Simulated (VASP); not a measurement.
# ZnS (CsCl type) (Pm-3m) in VASP: a series of runs, part 2 of 4

VASP 6.6.1. The steps go on from the part before.

**3. Single point, PBE (volume scaled by 0.8)**

The input, INCAR:

```
SYSTEM = ZnS
  ALGO = Normal
  EDIFF = 1E-6
  ENCUT = 520
  GGA = PE
  ISIF = 2
  ISMEAR = -1
  LASPH = .True.
  LCHARG = .False.
  LREAL = .False.
  LWAVE = .False.
  NBANDS = 16
  NELM = 60
  PREC = Accurate
  SIGMA = 0.1
```

The input, KPOINTS:

```
k-points
0
Gamma
  15 15 15
  0 0 0
```

The input, POSCAR:

```
ZnS
1.0
    2.9682601790      0.0000000000      0.0000000000
    0.0000000000      2.9682601790      0.0000000000
    0.0000000000      0.0000000000      2.9682601790
Zn S
1 1
Direct
    0.0000000000      0.0000000000      0.0000000000
    0.5000000000      0.5000000000      0.5000000000
```

Potentials or basis: VASP PAW PBE potentials, release 64 (Zn, S).

The run is started by

```
$ cat potpaw_PBE.64/Zn/POTCAR potpaw_PBE.64/S/POTCAR > POTCAR
$ mpirun -np 1 vasp_std > vasp.out
```

OUTCAR:

```text
SYSTEM = ZnS
   EDIFF = 1E-6
   ENCUT = 520
   GGA = PE
   ISIF = 2
   ISMEAR = -1
   LASPH = .True.
   LREAL = .False.
   NELM = 60
   PREC = Accurate

 ion  position               nearest neighbor table
   1  0.000  0.000  0.000-   2 2.57   2 2.57   2 2.57   2 2.57   2 2.57   2 2.57   2 2.57   2 2.57

   2  0.500  0.500  0.500-   1 2.57   1 2.57   1 2.57   1 2.57   1 2.57   1 2.57   1 2.57   1 2.57

  LATTYP: Found a simple cubic cell.
 ALAT       =     2.9682601790

  Lattice vectors:

 A1 = (   2.9682601790,   0.0000000000,   0.0000000000)
 A2 = (   0.0000000000,   2.9682601790,   0.0000000000)
 A3 = (   0.0000000000,   0.0000000000,   2.9682601790)

Analysis of symmetry for initial positions (statically):
=====================================================================
 Subroutine PRICEL returns:
 Original cell was already a primitive cell.

 Routine SETGRP: Setting up the symmetry group for a
 simple cubic supercell.

 Subroutine GETGRP returns: Found 48 space group operations
 (whereof 48 operations were pure point group operations)
 out of a pool of 48 trial point group operations.

The static configuration has the point symmetry O_h .

Analysis of symmetry for dynamics (positions and initial velocities):
=====================================================================
 Subroutine PRICEL returns:
 Original cell was already a primitive cell.

 Routine SETGRP: Setting up the symmetry group for a
 simple cubic supercell.

 Subroutine GETGRP returns: Found 48 space group operations
 (whereof 48 operations were pure point group operations)
 out of a pool of 48 trial point group operations.

The dynamic configuration has the point symmetry O_h .

 Subroutine INISYM returns: Found 48 space group operations
 (whereof 48 operations are pure point group operations),
 and found     1 'primitive' translations

----------------------------------------------------------------------------------------

                                     Primitive cell

  volume of cell :      26.1521

  direct lattice vectors                    reciprocal lattice vectors
     2.968260179  0.000000000  0.000000000     0.336897691  0.000000000  0.000000000
     0.000000000  2.968260179  0.000000000     0.000000000  0.336897691  0.000000000
     0.000000000  0.000000000  2.968260179     0.000000000  0.000000000  0.336897691

  length of vectors
     2.968260179  2.968260179  2.968260179     0.336897691  0.336897691  0.336897691

  position of ions in fractional coordinates (direct lattice)
     0.000000000  0.000000000  0.000000000
     0.500000000  0.500000000  0.500000000

  ion indices of the primitive-cell ions
   primitive index   ion index
                 1           1
                 2           2

----------------------------------------------------------------------------------------

 KPOINTS: k-points

Automatic generation of k-mesh.
 Grid dimensions read from file:
 generate k-points for:   15   15   15

 Generating k-lattice:

  Cartesian coordinates                     Fractional coordinates (reciprocal lattice)
     0.022459846  0.000000000  0.000000000     0.066666667  0.000000000  0.000000000
     0.000000000  0.022459846  0.000000000     0.000000000  0.066666667  0.000000000
     0.000000000  0.000000000  0.022459846     0.000000000  0.000000000  0.066666667

  Length of vectors
     0.022459846  0.022459846  0.022459846

  Shift w.r.t. Gamma in fractional coordinates (k-lattice)
     0.000000000  0.000000000  0.000000000

 Subroutine IBZKPT returns following result:
 ===========================================

 Found    120 irreducible k-points:

 Following reciprocal coordinates:
            Coordinates               Weight
  0.000000  0.000000  0.000000      1.000000
  0.066667  0.000000  0.000000      6.000000
  0.133333  0.000000  0.000000      6.000000
  0.200000  0.000000  0.000000      6.000000
  0.266667  0.000000  0.000000      6.000000
  0.333333  0.000000  0.000000      6.000000
[... 16 lines left out ...]
  0.266667  0.200000  0.000000     24.000000
  0.333333  0.200000  0.000000     24.000000
 [... further k-points ...]
   k-points           NKPTS =    120   k-points in BZ     NKDIM =    120   number of bands    NBANDS=     16
   number of dos      NEDOS =    301   number of ions     NIONS =      2
   total plane-waves  NPLWV =  13824
   dimension x,y,z NGX =    24 NGY =   24 NGZ =   24
   dimension x,y,z NGXF=    48 NGYF=   48 NGZF=   48
   ions per type =               1   1
   NGX,Y,Z   is equivalent  to a cutoff of  13.44, 13.44, 13.44 a.u.
   NGXF,Y,Z  is equivalent  to a cutoff of  26.88, 26.88, 26.88 a.u.
 SYSTEM =  ZnS
   PREC   = accura    normal or accurate (medium, high low for compatibility)
   ISTART =      0    job   : 0-new  1-cont  2-samecut
   ICHARG =      2    charge: 1-file 2-atom 10-const
   ISPIN  =      1    spin polarized calculation?
   LNONCOLLINEAR =      F non collinear calculations
   LSORBIT =      F    spin-orbit coupling
   LASPH  =      T    aspherical Exc in radial PAW
   ENCUT  =  520.0 eV  38.22 Ry    6.18 a.u.   5.52  5.52  5.52*2*pi/ulx,y,z
   NELM   =     60;   NELMIN=  2; NELMDL= -5     # of ELM steps
   EDIFF  = 0.1E-05   stopping-criterion for ELM
   LREAL  =      F    real-space projection
   EDIFFG = 0.1E-04   stopping-criterion for IOM
   NSW    =      0    number of steps for IOM
   IBRION =     -1    ionic relax: 0-MD 1-quasi-New 2-CG
   NFREE  =      0    steps in history (QN), initial steepest desc. (CG)
   ISIF   =      2    stress and relaxation
   ISYM   =      2    0-nonsym 1-usesym 2-fastsym
   POTIM  = 0.5000    time-step for ionic-motion
   TEBEG  =    0.0;   TEEND  =   0.0 temperature during run
   PSTRESS=    0.0 pullay stress
   NELECT =      18.0000    total number of electrons
   NUPDOWN=      -1.0000    fix difference up-down
   EMIN   =  10.00;   EMAX   =-10.00  energy-range for DOS
   EFERMI =   0.00;   METHOD = LEGACY
   ISMEAR =    -1;   SIGMA  =   0.10  broadening in eV -4-tet -1-fermi 0-gaus
   EFERMI_NEDOS =   21; number of points for ismear=-14 and -15
   IALGO  =     38    algorithm
   IMIX   =      4    mixing-type and parameters
     AMIX     =   0.40;   BMIX     =  1.00
     AMIX_MAG =   1.60;   BMIX_MAG =  1.00
  volume/ion in A,a.u.               =      13.08        88.24
  Fermi-wavevector in a.u.,A,eV,Ry     =   1.445430  2.731466 28.426211  2.089268
  Thomas-Fermi vector in A             =   2.563613
   LORBIT       =      0    0 simple, 1 ext, 2 COOP (PROOUT), +10 PAW based schemes
   GGA     = PE    functional components
   LHFCALC =     F    Hartree Fock is set to
   AEXX    =    0.0000 exact exchange contribution
   IVDW    =     0    specifies the selected vdW correction
   LEPSILON=     F    determine dielectric tensor
   LRPA    =     F    only Hartree local field effects (RPA)
 non-spin polarized calculation
  energy-cutoff  :      520.00
  volume of cell :       26.15
 maximum number of plane-waves:       739
 NGX is ok and might be reduce to    24
   NGX = 11   NGY = 11   NGZ = 11

 number of electron      18.0000005 magnetization

 Free energy of the ion-electron system (eV)
  ---------------------------------------------------
  ext. energy  EPLUGINS =         0.00000000
  ---------------------------------------------------
  free energy    TOTEN  =        -4.47412294 eV

  energy without entropy =       -4.44047057  energy(sigma->0) =       -4.45729676

 E-fermi :   7.2317     XC(G=0): -12.1627

 val. band max:        7.2255258322   @ k =   0.4667   0.4667   0.4000
 cond. band min:       7.2616634449   @ k =   0.4000   0.0000   0.0000
 fundamental gap:      0.0361376127
 Fermi energy:         7.2316618249

 k-point     1 :       0.0000    0.0000    0.0000
  band No.  band energies     occupation
      1      -9.2201      2.00000
      2      -0.5343      2.00000
      3      -0.5343      2.00000
      4       0.1258      2.00000
      5       0.1258      2.00000
      6       0.1258      2.00000
[... 8 lines left out ...]
     15      21.7105      0.00000
     16      23.2613      0.00000
[... 419 lines left out ...]
 k-point    24 :       0.3333    0.2000    0.0000
  band No.  band energies     occupation
      1      -7.4260      2.00000
      2      -1.0951      2.00000
      3      -0.3763      2.00000
      4      -0.1973      2.00000
      5      -0.1338      2.00000
      6       0.0596      2.00000
[... 8 lines left out ...]
     15      20.8631      0.00000
     16      22.0842      0.00000

 [... further k-points ...]
[... 5 lines left out ...]
  --------------------------------------------------------------------------------------
  -------------------------------------------------------------------------------------
  Total        4.5602227      4.5602227      4.5602227     -0.0000000      0.0000000     -0.0000000
  in kB      279.3770570    279.3770570    279.3770570     -0.0000000      0.0000000     -0.0000000
  external PRESSURE =     279.3770570 kB  Pullay stress =       0.0000000 kB

 VOLUME and BASIS-vectors are now :
 -----------------------------------------------------------------------------
  energy-cutoff  :      520.00
  volume of cell :       26.15
      direct lattice vectors                 reciprocal lattice vectors
     2.968260179  0.000000000  0.000000000     0.336897691  0.000000000  0.000000000
     0.000000000  2.968260179  0.000000000     0.000000000  0.336897691  0.000000000
     0.000000000  0.000000000  2.968260179     0.000000000  0.000000000  0.336897691

 POSITION                                       TOTAL-FORCE (eV/Angst)
 -----------------------------------------------------------------------------------
      0.00000      0.00000      0.00000         0.000000      0.000000      0.000000
      1.48413      1.48413      1.48413         0.000000      0.000000      0.000000
 -----------------------------------------------------------------------------------
    total drift:                                0.000000      0.000000      0.000000

  FREE ENERGIE OF THE ION-ELECTRON SYSTEM (eV)
  ---------------------------------------------------
  free  energy   TOTEN  =        -4.4741229441 eV

  energy  without entropy=       -4.4404705711  energy(sigma->0) =       -4.45729676
```

Wall time 11 s (1 thread of Intel Xeon 6975P-C (Granite Rapids), shared host); peak memory 0.17 GiB.

What came out:

- Free energy: -4.4741 eV
- Pressure: 27.9 GPa
- Band gap on the k mesh: zero (band 9 reaches 7.66 eV, above the bottom of band 10 at 6.09 eV)

[end of part 2 of 4]
